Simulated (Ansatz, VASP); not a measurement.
## One calculation of FeSi, two programs

```
Fe Si
1.0
     4.83359    0.00000    0.00000
    -2.41679    4.18601    0.00000
     0.00000    0.00000    3.85824
Fe Si
3 3
Direct
  0.50000 0.00000 0.00000
  0.50000 0.50000 0.00000
  0.00000 0.50000 0.00000
  0.00000 0.00000 0.00000
  0.33333 0.66667 0.50000
  0.66667 0.33333 0.50000
```

Alike in both runs: functional PBE; k mesh 9 × 9 × 10; occupations gaussian, width 0.1 eV; collinear spin.

Ansatz relaxed the structure, and its values are those at the end. VASP's run is a single point on that final structure, the one shown.

|  | VASP | Ansatz |
| --- | --- | --- |
| version | VASP 6.6.1 | Ansatz 0.2.0 |
| potentials or method | VASP PAW PBE potentials, release 64 (Fe, Si), cutoff 520 eV | scalar-relativistic, plane waves, PAW |
| valence electrons in the cell | 36 | 60 |

```csv
,VASP,Ansatz,Ansatz less VASP
gap on the k mesh at the Fermi level (eV),none,none,-
pressure (GPa),0.0,0.0,+0.03
net moment per atom (μB),0.56,0.56,+0.002
size of the moment on the site where the two differ most (μB),1.20,1.20,-0.002
```

Site moments also hang on the region over which each program counts them. A gap of «none» marks a metal or a gap that the smearing closes. VASP's potentials hold 36 valence electrons a cell and Ansatz's 60, so a difference there can come from the potentials and not from the codes.
